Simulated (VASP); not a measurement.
# BeTe (F-43m) in VASP: notebook, part 2 of 2

VASP 6.6.1.

### 6 Single point, r2SCAN (volume changed by +3%)

POSCAR reads:

```
BeTe
1.0
    0.0000000000      2.8566316196      2.8566316196
    2.8566316196      0.0000000000      2.8566316196
    2.8566316196      2.8566316196      0.0000000000
Be Te
1 1
Direct
    0.0000000000      0.0000000000      0.0000000000
    0.2500000000      0.2500000000      0.2500000000
```

INCAR.step1 reads:

```
PREC = Accurate
ENCUT = 520
ISMEAR = 0
SIGMA = 0.01
LREAL = False
LASPH = True
NELM = 60
NBANDS = 11
GGA = PE
ALGO = Normal
EDIFF = 1E-4
LWAVE = True
LCHARG = False
```

INCAR.step2 reads:

```
PREC = Accurate
ENCUT = 520
EDIFF = 1E-6
ISMEAR = 0
SIGMA = 0.01
LREAL = False
LASPH = True
NELM = 60
ALGO = Normal
ISIF = 2
LWAVE = False
LCHARG = False
METAGGA = R2SCAN
LMIXTAU = True
NBANDS = 11
ISTART = 1
```

KPOINTS reads:

```
Automatic mesh
0
Gamma
  6 6 6
```

Potentials or basis: VASP PAW PBE potentials, release 64 (Be, Te).

Run with:

```
$ cat potpaw_PBE.64/Be/POTCAR potpaw_PBE.64/Te/POTCAR > POTCAR
$ cp INCAR.step1 INCAR
$ mpirun -np 1 vasp_std > vasp.out
$ cp INCAR.step2 INCAR
$ mpirun -np 1 vasp_std > vasp.out
```

OUTCAR:

```text
PREC = Accurate
   ENCUT = 520
   EDIFF = 1E-6
   ISMEAR = 0
   LREAL = False
   LASPH = True
   NELM = 60
   ISIF = 2
   METAGGA = R2SCAN
   ISTART = 1

 ion  position               nearest neighbor table
   1  0.000  0.000  0.000-   2 2.47   2 2.47   2 2.47   2 2.47
   2  0.250  0.250  0.250-   1 2.47   1 2.47   1 2.47   1 2.47

  LATTYP: Found a face centered cubic cell.
 ALAT       =     5.7132632392

  Lattice vectors:

 A1 = (   0.0000000000,   2.8566316196,   2.8566316196)
 A2 = (   2.8566316196,   0.0000000000,   2.8566316196)
 A3 = (   2.8566316196,   2.8566316196,   0.0000000000)

Analysis of symmetry for initial positions (statically):
=====================================================================
 Subroutine PRICEL returns:
 Original cell was already a primitive cell.

 Routine SETGRP: Setting up the symmetry group for a
 face centered cubic supercell.

 Subroutine GETGRP returns: Found 24 space group operations
 (whereof 24 operations were pure point group operations)
 out of a pool of 48 trial point group operations.

The static configuration has the point symmetry T_d .

[... 160 lines left out ...]
      1      -8.0347      2.00000
      2       4.4623      2.00000
      3       4.4623      2.00000
      4       4.4623      2.00000
      5       8.5200      0.00000
      6       8.5201      0.00000
      7       8.5201      0.00000
      8       8.6409      0.00000
      9      13.4169      0.00000
     10      15.1244      0.00000
     11      15.1244      0.00000
[... 197 lines left out ...]
 k-point    16 :      -0.3333    0.5000    0.1667
  band No.  band energies     occupation
      1      -6.1873      2.00000
      2      -0.3206      2.00000
      3       1.1605      2.00000
      4       1.4786      2.00000
      5       8.6174      0.00000
      6       9.1434      0.00000
      7      12.3165      0.00000
      8      12.5336      0.00000
      9      15.9583      0.00000
     10      16.8324      0.00000
     11      17.9185      0.00000

------------------------ aborting loop because EDIFF is reached ----------------------------------------

  FORCE on cell =-STRESS in cart. coord.  units (eV):
  Direction    XX          YY          ZZ          XY          YZ          ZX
  --------------------------------------------------------------------------------------
  -------------------------------------------------------------------------------------
  Total       -0.4330719     -0.4330719     -0.4330719     -0.0000000     -0.0000000      0.0000000
  in kB      -14.8825692    -14.8825692    -14.8825692     -0.0000000     -0.0000000      0.0000000
  external PRESSURE =     -14.8825692 kB  Pullay stress =       0.0000000 kB

 VOLUME and BASIS-vectors are now :
 -----------------------------------------------------------------------------
  energy-cutoff  :      520.00
  volume of cell :       46.62
      direct lattice vectors                 reciprocal lattice vectors
     0.000000000  2.856631620  2.856631620    -0.175031319  0.175031319  0.175031319
     2.856631620  0.000000000  2.856631620     0.175031319 -0.175031319  0.175031319
     2.856631620  2.856631620  0.000000000     0.175031319  0.175031319 -0.175031319

 POSITION                                       TOTAL-FORCE (eV/Angst)
 -----------------------------------------------------------------------------------
      0.00000      0.00000      0.00000         0.000000     -0.000000      0.000000
      1.42832      1.42832      1.42832        -0.000000      0.000000     -0.000000
 -----------------------------------------------------------------------------------
    total drift:                                0.000000      0.000000      0.000000

  FREE ENERGIE OF THE ION-ELECTRON SYSTEM (eV)
  ---------------------------------------------------
  free  energy   TOTEN  =       -30.6744393668 eV

  energy  without entropy=      -30.6744393668  energy(sigma->0) =      -30.67443937
```

OUTCAR.step1:

```text
PREC = Accurate
   ENCUT = 520
   ISMEAR = 0
   LREAL = False
   LASPH = True
[... 434 lines left out ...]
      0.00000      0.00000      0.00000        -0.000000     -0.000000     -0.000000
      1.42832      1.42832      1.42832         0.000000      0.000000      0.000000
 -----------------------------------------------------------------------------------
    total drift:                                0.000000      0.000000      0.000000

  FREE ENERGIE OF THE ION-ELECTRON SYSTEM (eV)
  ---------------------------------------------------
  free  energy   TOTEN  =        -7.6147437016 eV

  energy  without entropy=       -7.6147437016  energy(sigma->0) =       -7.61474370
```

Run time: 30 s. Hardware: 1 thread of Intel Xeon Platinum 8375C at 2.90GHz (Ice Lake), shared host; peak memory 0.17 GiB.

What came out:

```yaml
Free_energy: -30.6744 eV
Pressure: -1.5 GPa
Band_gap_on_the_k_mesh: 2.44 eV, indirect (least direct gap 4.06 eV)
```

Caveat: the PAW data sets were made with another functional, which shifts forces and pressure a little; spin-orbit coupling is left out, which moves the levels of the heavy elements. A k mesh can miss the band edges.

### 7 Overview

```tsv
level	cell	k mesh	gap on the mesh (eV)	pressure (GPa)
r2SCAN	a = 3.919 Å, angles 60.0°, 2 atoms	6 × 6 × 6	2.21	4.4
r2SCAN	a = 3.960 Å, angles 60.0°, 2 atoms	6 × 6 × 6	2.29	2.2
PBE	a = 4.000 Å, angles 60.0°, 2 atoms	8 × 8 × 8	2.01	0.3
r2SCAN	a = 4.000 Å, angles 60.0°, 2 atoms	6 × 6 × 6	2.37	0.2
r2SCAN	a = 4.040 Å, angles 60.0°, 2 atoms	6 × 6 × 6	2.44	-1.5
```

Alike in all rows: task single point; potentials or basis VASP PAW PBE potentials, release 64 (Be, Te); no spin polarisation; cutoff (eV) 520; smearing gaussian 0.01 eV.

Caveats: spin-orbit coupling is left out, which moves the levels of the heavy elements; the PAW data sets were made with another functional, which shifts forces and pressure a little (some runs).

Absolute energies hang on the potentials; compare differences alone.
